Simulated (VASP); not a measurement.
# SnSe (Pnma) in VASP: settings compared, part 2 of 2

VASP 6.6.1. Earlier steps stand in the parts before.

### 3 Relaxation of cell and atoms, PBE

This run uses another cell than the first one, of 26.68 Å³/atom.

Input file INCAR:

```
  PREC = Accurate
  ENCUT = 600
  EDIFF = 1E-6
  ISMEAR = 0
  SIGMA = 0.03
  LREAL = F
  LASPH = T
  NELM = 80
  ALGO = Normal
  ISIF = 3
  LWAVE = F
  LCHARG = F
  GGA = PE
  IBRION = 2
  NSW = 90
  EDIFFG = -0.01
  KPAR = 2
```

Input file KPOINTS:

```
regular mesh
0
Gamma
  4 8 8
```

Input file POSCAR:

```
SnSe
1.0
   11.4200000000      0.0000000000      0.0000000000
    0.0000000000      4.1900000000      0.0000000000
    0.0000000000      0.0000000000      4.4600000000
Sn Se
4 4
Direct
    0.1230000000      0.2500000000      0.0910000000
    0.3770000000      0.7500000000      0.5910000000
    0.6230000000      0.2500000000      0.4090000000
    0.8770000000      0.7500000000      0.9090000000
    0.3570000000      0.2500000000      0.0160000000
    0.1430000000      0.7500000000      0.5160000000
    0.8570000000      0.2500000000      0.4840000000
    0.6430000000      0.7500000000      0.9840000000
```

Potentials or basis: VASP PAW PBE potentials, release 64 (Sn_d, Se).

On the command line:

```bash
> cat potpaw_PBE.64/Sn_d/POTCAR potpaw_PBE.64/Se/POTCAR > POTCAR
> mpirun -np 2 vasp_std > vasp.out
```

OUTCAR:

```text
PREC = Accurate
   ENCUT = 600
   EDIFF = 1E-6
   ISMEAR = 0
   LREAL = F
   LASPH = T
   NELM = 80
   ISIF = 3
   GGA = PE
   IBRION = 2
   NSW = 90
   EDIFFG = -0.01

 ion  position               nearest neighbor table
   1  0.123  0.250  0.091-   5 2.69   6 2.83   6 2.83   4 3.60   4 3.60
   2  0.377  0.750  0.591-   6 2.69   5 2.83   5 2.83   3 3.60   3 3.60
   3  0.623  0.250  0.409-   7 2.69   8 2.83   8 2.83   2 3.60   2 3.60
   4  0.877  0.750  0.909-   8 2.69   7 2.83   7 2.83   1 3.60   1 3.60
   5  0.357  0.250  0.016-   1 2.69   2 2.83   2 2.83
   6  0.143  0.750  0.516-   2 2.69   1 2.83   1 2.83
   7  0.857  0.250  0.484-   3 2.69   4 2.83   4 2.83
   8  0.643  0.750  0.984-   4 2.69   3 2.83   3 2.83

  LATTYP: Found a simple orthorhombic cell.
 ALAT       =     4.1900000000
 B/A-ratio  =     1.0644391408
 C/A-ratio  =     2.7255369928

  Lattice vectors:

 A1 = (   0.0000000000,   4.1900000000,   0.0000000000)
 A2 = (   0.0000000000,   0.0000000000,   4.4600000000)
 A3 = (  11.4200000000,   0.0000000000,   0.0000000000)

Analysis of symmetry for initial positions (statically):
=====================================================================
 Subroutine PRICEL returns:
 Original cell was already a primitive cell.

 Routine SETGRP: Setting up the symmetry group for a
[... 305 lines left out ...]

  energy  without entropy=      -32.8677411215  energy(sigma->0) =      -32.86774112

[... ionic steps 4 to 33 ...]

--------------------------------------- Ionic step       34  -------------------------------------------

 number of electron      79.9999982 magnetization

------------------------ aborting loop because EDIFF is reached ----------------------------------------
[... 79 lines left out ...]
--------------------------------------- Ionic step       36  -------------------------------------------

 number of electron      79.9999980 magnetization

 Free energy of the ion-electron system (eV)
  ---------------------------------------------------
  ext. energy  EPLUGINS =         0.00000000
  ---------------------------------------------------
  free energy    TOTEN  =       -32.88645052 eV

  energy without entropy =      -32.88645052  energy(sigma->0) =      -32.88645052

 E-fermi :   4.9240     XC(G=0):  -9.4302

 val. band max:        4.7956688884   @ k =   0.0000   0.0000   0.3750
 cond. band min:       5.4860704509   @ k =   0.0000   0.3750   0.0000
 fundamental gap:      0.6904015625
 Fermi energy:         4.9239809982

 k-point     1 :       0.0000    0.0000    0.0000
  band No.  band energies     occupation
      1     -16.4688      2.00000
      2     -16.4613      2.00000
      3     -16.4575      2.00000
      4     -16.4554      2.00000
      5     -16.4550      2.00000
      6     -16.4523      2.00000
[... 1213 lines left out ...]
     47       8.0700      0.00000
     48       8.0700      0.00000

 [... further k-points ...]

------------------------ aborting loop because EDIFF is reached ----------------------------------------

  FORCE on cell =-STRESS in cart. coord.  units (eV):
  Direction    XX          YY          ZZ          XY          YZ          ZX
  --------------------------------------------------------------------------------------
  -------------------------------------------------------------------------------------
  Total        0.0736027     -0.0129552     -0.0203985      0.0000000      0.0000000      0.0000000
  in kB        0.5218768     -0.0918579     -0.1446347      0.0000000      0.0000000      0.0000000
  external PRESSURE =       0.0951280 kB  Pullay stress =       0.0000000 kB
[... 23 lines left out ...]
  FREE ENERGIE OF THE ION-ELECTRON SYSTEM (eV)
  ---------------------------------------------------
  free  energy   TOTEN  =       -32.8864505225 eV

  energy  without entropy=      -32.8864505225  energy(sigma->0) =      -32.88645052

 reached required accuracy - stopping structural energy minimisation
```

CONTCAR:

```text
SnSe
   1.00000000000000
    11.7655890546730184    0.0000000000000000    0.0000000000000000
     0.0000000000000000    4.2064314230927184    0.0000000000000000
     0.0000000000000000    0.0000000000000002    4.5657178180450249
  Sn              Se
     4     4
Direct
     0.1208015304597336    0.2500000000000000    0.1157947034063564
     0.3791984695402664    0.7500000000000000    0.6157947034063564
     0.6208015304597340    0.2500000000000000    0.3842052965936436
     0.8791984695402660    0.7500000000000000    0.8842052965936436
     0.3549336758376267    0.2500000000000000    0.0239117069490542
     0.1450663241623733    0.7500000000000000    0.5239117069490539
     0.8549336758376266    0.2500000000000000    0.4760882930509457
     0.6450663241623734    0.7500000000000000    0.9760882930509461

  0.00000000E+00  0.00000000E+00  0.00000000E+00
  0.00000000E+00  0.00000000E+00  0.00000000E+00
  0.00000000E+00  0.00000000E+00  0.00000000E+00
  0.00000000E+00  0.00000000E+00  0.00000000E+00
  0.00000000E+00  0.00000000E+00  0.00000000E+00
  0.00000000E+00  0.00000000E+00  0.00000000E+00
  0.00000000E+00  0.00000000E+00  0.00000000E+00
  0.00000000E+00  0.00000000E+00  0.00000000E+00
```

Wall time 1.5 h (2 MPI ranks of AMD EPYC 9R45 (Zen 5), shared host); peak memory 0.85 GiB.

What came out:

```yaml
Free_energy: -32.8865 eV
Relaxed_volume: 28.25 Å³/atom
Relaxed_cell: a = 11.766 Å, b = 4.206 Å, c = 4.566 Å, α = 90.00°, β = 90.00°, γ = 90.00°
Space_group_after_relaxing_to_0.1_Å: Pnma (No. 62)
Energy_gained_by_relaxing: 13.9 meV/atom
Ionic_steps: 36
Pressure_after_relaxing: 0.0 GPa
Band_gap_on_the_k_mesh: 0.69 eV (least direct gap 0.95 eV)
```

Forces in eV/Å, atoms in the order of the input:
```
Sn  -0.001  0.000  0.002
Sn   0.001  0.000  0.002
Sn  -0.001  0.000 -0.002
Sn   0.001  0.000 -0.002
Se   0.002  0.000 -0.002
Se  -0.002  0.000 -0.002
Se   0.002  0.000  0.002
Se  -0.002  0.000  0.002
```

The path:
```
step  energy change (eV)  largest force (eV/Å)  pressure (GPa)  volume (Å³)
   1              0.0000                0.3318            2.42       213.41
   2             -0.0773                0.2142           -0.90       226.09
   3             -0.0926                0.0984           -0.02       222.21
   4             -0.0963                0.0760            0.06       222.29
   5             -0.0989                0.0723            0.19       222.42
   6             -0.1019                0.0532            0.06       223.61
   7             -0.1033                0.0285           -0.19       226.28
   8             -0.1037                0.0303           -0.13       225.49
   9             -0.1047                0.0285            0.07       225.34
  10             -0.1047                0.0312            0.08       225.32
  11             -0.1058                0.0210            0.02       225.85
  12             -0.1060                0.0191           -0.02       226.32
  13             -0.1065                0.0244           -0.02       226.47
  14             -0.1066                0.0310           -0.02       226.57
  15             -0.1072                0.0269           -0.01       226.44
  16             -0.1083                0.0181            0.06       226.05
  17             -0.1086                0.0343            0.22       225.27
  18             -0.1088                0.0255            0.14       225.63
  19             -0.1091                0.0231            0.12       225.73
  20             -0.1096                0.0158            0.04       226.04
  21             -0.1098                0.0301           -0.09       226.64
  22             -0.1099                0.0230           -0.07       226.45
  23             -0.1100                0.0187           -0.04       226.37
  24             -0.1102                0.0120            0.00       226.23
  25             -0.1102                0.0136            0.00       226.19
  26             -0.1103                0.0137            0.02       226.17
  27             -0.1104                0.0178            0.02       226.10
  28             -0.1104                0.0205            0.04       226.08
  29             -0.1105                0.0189            0.01       226.16
  30             -0.1106                0.0156           -0.05       226.40
  31             -0.1108                0.0126           -0.03       226.32
  32             -0.1109                0.0115            0.02       226.07
  33             -0.1110                0.0095            0.03       226.06
  34             -0.1112                0.0039            0.03       226.00
  35             -0.1111                0.0102            0.04       225.88
  36             -0.1113                0.0029            0.01       225.96
```

Final structure:
```xyz
8
Lattice="11.7656 0.0000 0.0000 0.0000 4.2064 0.0000 0.0000 0.0000 4.5657" Properties=species:S:1:pos:R:3 pbc="T T T"
Sn    1.4213    1.0516    0.5287
Sn    4.4615    3.1548    2.8115
Sn    7.3041    1.0516    1.7542
Sn   10.3443    3.1548    4.0370
Se    4.1760    1.0516    0.1092
Se    1.7068    3.1548    2.3920
Se   10.0588    1.0516    2.1737
Se    7.5896    3.1548    4.4565
```

Levels at points of the mesh, in eV from the valence-band top:
| k point | band 38 | band 39 | band 40 | band 41 | band 42 | band 43 |
| --- | --- | --- | --- | --- | --- | --- |
| (0.00, 0.00, 0.00) | -1.08 | -0.62 | -0.43 | 0.84 | 2.79 | 2.99 |
| (0.50, 0.00, 0.00) | -1.68 | -0.47 | -0.47 | 2.53 | 2.53 | 2.70 |
| (0.00, 0.50, 0.00) | -0.88 | -0.80 | -0.80 | 1.14 | 1.14 | 1.25 |
| (0.50, 0.50, 0.00) | -0.96 | -0.96 | -0.96 | 1.43 | 1.43 | 1.43 |
| (0.00, 0.00, 0.50) | -0.72 | -0.20 | -0.20 | 1.28 | 1.28 | 1.66 |
| (0.50, 0.00, 0.50) | -0.42 | -0.23 | -0.23 | 1.28 | 1.28 | 1.71 |
| (0.00, 0.50, 0.50) | -2.10 | -1.25 | -1.25 | 2.64 | 2.64 | 3.05 |
| (0.50, 0.50, 0.50) | -1.42 | -1.42 | -1.42 | 2.56 | 2.56 | 2.56 |

Caveat: spin-orbit coupling is left out, which moves the levels of the heavy elements. A k mesh can miss the band edges.
